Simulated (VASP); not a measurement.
Here is a VASP 6.6.1 calculation.

Contents of INCAR:

```
SYSTEM = CO2
PREC = Accurate
ENCUT = 520
EDIFF = 1E-7
ISMEAR = -1
SIGMA = 0.05
LREAL = .FALSE.
LASPH = .TRUE.
NELM = 100
ALGO = Normal
ISIF = 2
LWAVE = .FALSE.
LCHARG = .TRUE.
GGA = PS
LELF = .TRUE.
LVHAR = .TRUE.
NBANDS = 25
```

Contents of KPOINTS:

```
regular mesh
0
G
  8 8 8
  0 0 0
```

File POSCAR:

```
CO2
1.0
   -1.9747270000      1.9747270000      2.9537768400
    1.9747270000     -1.9747270000      2.9537768400
    1.9747270000      1.9747270000     -2.9537768400
O C
4 2
Direct
    0.8750000000      0.9597980000      0.5847980000
    0.3750000000      0.2902020000      0.4152020000
    0.0402020000      0.6250000000      0.9152020000
    0.7097980000      0.1250000000      0.0847980000
    0.0000000000      0.0000000000      0.0000000000
    0.7500000000      0.2500000000      0.5000000000
```

Potentials or basis: VASP PAW PBE potentials, release 64 (O, C).

The run is started by

```bash
$ cat potpaw_PBE.64/O/POTCAR potpaw_PBE.64/C/POTCAR > POTCAR
$ mpirun -np 1 vasp_std > vasp.out
```

**Question.** Estimate the pressure.

**Answer.** 0.1 GPa.

**Question.** Predict the band gap on the k mesh.

**Answer.** 7.55 eV, indirect (least direct gap 7.99 eV).

**Question.** What does it give for the largest force?

**Answer.** 0.059 eV/Å.

Forces on the atoms (eV/Å):
```
O   -0.059  0.000  0.000
O    0.059  0.000  0.000
O    0.000  0.059  0.000
O    0.000 -0.059  0.000
C    0.000  0.000  0.000
C    0.000  0.000  0.000
```

Caveat: the PAW data sets were made with another functional, which shifts forces and pressure a little. A k mesh can miss the band edges.
